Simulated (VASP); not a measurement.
Here is a VASP 6.6.1 calculation.

Contents of INCAR:

```
SYSTEM = Au
PREC = Accurate
ENCUT = 600
EDIFF = 1E-6
ISMEAR = -1
SIGMA = 0.1
LREAL = .False.
LASPH = .True.
NELM = 80
ALGO = Normal
ISIF = 3
LWAVE = .False.
LCHARG = .False.
GGA = PE
IBRION = 2
NSW = 60
EDIFFG = -0.005
PSTRESS = 1500.0
```

The input KPOINTS:

```
regular mesh
0
Gamma
  18 18 18
  0 0 0
```

The input POSCAR:

```
Au
1.0
   -1.4566680664      1.4566680664      1.4566680664
    1.4566680664     -1.4566680664      1.4566680664
    1.4566680664      1.4566680664     -1.4566680664
Au
1
Direct
    0.0000000000      0.0000000000      0.0000000000
```

Potentials or basis: VASP PAW PBE potentials, release 64 (Au).

Run with:

```bash
$ cat potpaw_PBE.64/Au/POTCAR > POTCAR
$ mpirun -np 1 vasp_std > vasp.out
```

Task: Estimate the relaxed cell.

Result: a = 2.525 Å, b = 2.525 Å, c = 2.525 Å, α = 109.47°, β = 109.47°, γ = 109.47°.

Task: Estimate the relaxed volume.

Result: 12.40 Å³/atom.

Task: What does it give for the space group after relaxing (to 0.05 Å)?

Result: Im-3m (No. 229).

Final structure:
```xyz
1
Lattice="-1.4580 1.4580 1.4580 1.4580 -1.4580 1.4580 1.4580 1.4580 -1.4580" Properties=species:S:1:pos:R:3 pbc="T T T"
Au    0.0000    0.0000    0.0000
```

Caveat: the cell is relaxed towards a set pressure, so the enthalpy falls and the energy may rise.
